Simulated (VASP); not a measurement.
Input of a VASP 6.6.1 run:

File INCAR:

```
SYSTEM = BN
  PREC = Accurate
  ENCUT = 520
  EDIFF = 1E-6
  ISMEAR = 0
  SIGMA = 0.05
  LREAL = .FALSE.
  LASPH = .TRUE.
  NELM = 80
  ALGO = Normal
  ISIF = 2
  LWAVE = .FALSE.
  LCHARG = .TRUE.
  GGA = CA
  LELF = .TRUE.
  LVHAR = .TRUE.
  NBANDS = 16
```

Contents of KPOINTS:

```
Automatic mesh
0
G
  12 12 6
  0 0 0
```

Contents of POSCAR:

```
BN
1.0
    2.5539396017      0.0000000000      0.0000000000
   -1.2769698009      2.2117765748      0.0000000000
    0.0000000000      0.0000000000      4.2268550000
B N
2 2
Direct
    0.6666666667      0.3333333333      0.9524074964
    0.3333333333      0.6666666667      0.4997240000
    0.6666666667      0.3333333333      0.6252760000
    0.3333333333      0.6666666667      0.1252760000
```

Potentials or basis: VASP PAW LDA potentials, release 64 (B, N).

The run is started by

```bash
$ cat potpaw_LDA.64/B/POTCAR potpaw_LDA.64/N/POTCAR > POTCAR
$ mpirun -np 1 vasp_std > vasp.out
```

(1) Estimate the largest force.

(2) Predict the pressure.

(3) What does it give for the band gap on the k mesh?

## Answers

(1) 9.385 eV/Å.

(2) -5.6 GPa.

(3) 2.87 eV, indirect (least direct gap 6.70 eV).

Caveat: the cell differs from its parent crystal (atom 1 (B) moved -0.200 Å along Cartesian [0 0 1]); forces of over 1 eV/Å act on the atoms, so gaps and moduli don't describe the material at rest.
